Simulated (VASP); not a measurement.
Input of a VASP 6.6.1 run:

INCAR

```
ALGO     = Normal         # electronic algorithm
EDIFF    = 1E-7           # SCF threshold, eV
ENCUT    = 520            # plane-wave cutoff, eV
ISIF     = 2              # what is computed and relaxed
ISMEAR   = 0              # smearing method
LASPH    = True           # aspherical terms in the spheres
LCHARG   = False          # write CHGCAR
LREAL    = False          # projectors in reciprocal space
LWAVE    = False          # write WAVECAR
NBANDS   = 64             # bands
NELM     = 80             # most SCF steps
PREC     = Accurate       # precision mode
SIGMA    = 0.05           # smearing width, eV
```

Contents of KPOINTS:

```
k-points
0
Gamma
  6 6 6
```

Contents of POSCAR:

```
SnO2
1.0
    0.0000000000      4.4289551266      4.4289551266
    4.4289551266      0.0000000000      4.4289551266
    4.4289551266      4.4289551266      0.0000000000
Sn O
4 8
Direct
    0.1250000000      0.1250000000      0.6250000000
    0.6250000000      0.1250000000      0.1250000000
    0.1250000000      0.6250000000      0.1250000000
    0.1250000000      0.1250000000      0.1250000000
    0.8907311159      0.8907311159      0.8907311159
    0.8907311159      0.3278066522      0.8907311159
    0.8907311159      0.8907311159      0.3278066522
    0.3278066522      0.8907311159      0.8907311159
    0.9221933478      0.3592688841      0.3592688841
    0.3592688841      0.3592688841      0.9221933478
    0.3592688841      0.9221933478      0.3592688841
    0.3592688841      0.3592688841      0.3592688841
```

Potentials or basis: VASP PAW LDA potentials, release 64 (Sn_d, O).

Run with:

```sh
$ cat potpaw_LDA.64/Sn_d/POTCAR potpaw_LDA.64/O/POTCAR > POTCAR
$ mpirun -np 1 vasp_std > vasp.out
```

(1) Estimate the band gap on the k mesh.

(2) Predict the largest force.

(3) What does it give for the pressure?

## Answers

(1) 2.07 eV, direct.

(2) 0.100 eV/Å.

(3) 1.1 GPa.

Caveat: spin-orbit coupling is left out, which moves the levels of the heavy elements.
